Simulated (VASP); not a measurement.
# SrSc: single point with PBE

SrSc:

```
Sr Sc
1.0
     6.04888    0.00000    0.00000
    -3.02444    5.23848    0.00000
     0.00000    0.00000    6.63724
Sr Sc
2 2
Direct
  0.33333 0.66667 0.25000
  0.66667 0.33333 0.75000
  0.33333 0.66667 0.75000
  0.66667 0.33333 0.25000
```

```yaml
Program: VASP 6.6.1
Task: single point
Functional: PBE
Potentials_or_basis: VASP PAW PBE potentials, release 64 (Sr_sv, Sc_sv)
Cutoff: 520 eV
k_mesh: 6 × 6 × 2
Occupations: gaussian, width 0.1 eV
Spin: no spin polarisation
```

```
Pressure               : 0.1 GPa
Band gap on the k mesh : zero (band 21 reaches 0.94 eV, above the bottom of band 22 at 0.40 eV)
```

Stress tensor (GPa, compression positive):
```
0.13 0.00 0.00
0.00 0.13 0.00
0.00 0.00 0.01
```

Levels at points of the mesh, in eV from the Fermi level:
| k point | band 17 | band 18 | band 19 | band 20 | band 21 | band 22 | band 23 | band 24 | band 25 | band 26 |
| --- | --- | --- | --- | --- | --- | --- | --- | --- | --- | --- |
| (0.00, 0.00, 0.00) | -3.43 | -0.68 | -0.22 | -0.22 | -0.01 | 0.08 | 0.37 | 0.37 | 0.40 | 0.40 |
| (0.50, 0.00, 0.00) | -2.42 | -1.60 | -0.45 | -0.45 | -0.29 | 0.21 | 0.24 | 0.32 | 0.34 | 0.48 |
| (0.00, 0.00, 0.50) | -2.39 | -2.39 | 0.16 | 0.16 | 0.16 | 0.16 | 0.64 | 0.64 | 0.77 | 0.77 |
| (0.50, 0.00, 0.50) | -1.43 | -1.43 | -0.84 | -0.84 | 0.05 | 0.05 | 0.15 | 0.15 | 0.61 | 0.61 |

Wall time 78 s on 1 thread of AMD EPYC 9R45 96-Core Processor (Zen 5), on a shared host, peak memory 0.33 GiB.

Caveat: the k points lie up to 0.47 Å⁻¹ apart.
